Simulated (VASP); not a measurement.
**Cd: single point with PBEsol**

Cd:

```
Cd
1.0
     2.44498    0.00000    0.00000
    -1.22249    2.11742    0.00000
     0.00000    0.00000    3.93373
Cd
2
Cartesian
  0.0000 1.4116 0.9834
  1.2225 0.7058 2.9503
```

| Property | Result |
| --- | --- |
| Program | VASP 6.6.1 |
| Task | single point |
| Functional | PBEsol |
| Potentials or basis | VASP PAW PBE potentials, release 64 (Cd) |
| Cutoff | 520 eV |
| k mesh | 18 × 18 × 10 |
| Occupations | fermi-dirac, width 0.1 eV |
| Spin | no spin polarisation |
| Dipole correction | no |
| Further INCAR settings | ALGO = Normal; EDIFF = 1e-06; NBANDS = 19 |

```json
{
 "Pressure": "325.6 GPa",
 "Band gap on the k mesh": "zero (bands 12 and 13 overlap by 3.33 eV)"
}
```

Stress tensor (GPa, compression positive):
```
325.15   0.00   0.00
  0.00 325.15   0.00
  0.00   0.00 326.58
```

Levels at points of the mesh, in eV from the Fermi level:
| k point | band 10 | band 11 | band 12 | band 13 | band 14 | band 15 |
| --- | --- | --- | --- | --- | --- | --- |
| (0.00, 0.00, 0.00) | -11.90 | -11.90 | -8.18 | -0.01 | 12.78 | 16.39 |
| (0.50, 0.00, 0.00) | -11.38 | -7.01 | -4.22 | 3.44 | 3.48 | 7.62 |
| (0.00, 0.00, 0.50) | -12.52 | -12.52 | -12.52 | 9.45 | 9.45 | 13.78 |
| (0.50, 0.00, 0.50) | -11.50 | -6.43 | -6.43 | 0.95 | 0.95 | 12.37 |

Run time: 110 s on 1 thread of AMD EPYC 7R13, on a shared host, peak memory 0.15 GiB.

Caveat: the cell stands under pressure; the PAW data sets were made with another functional, which shifts forces and pressure a little.
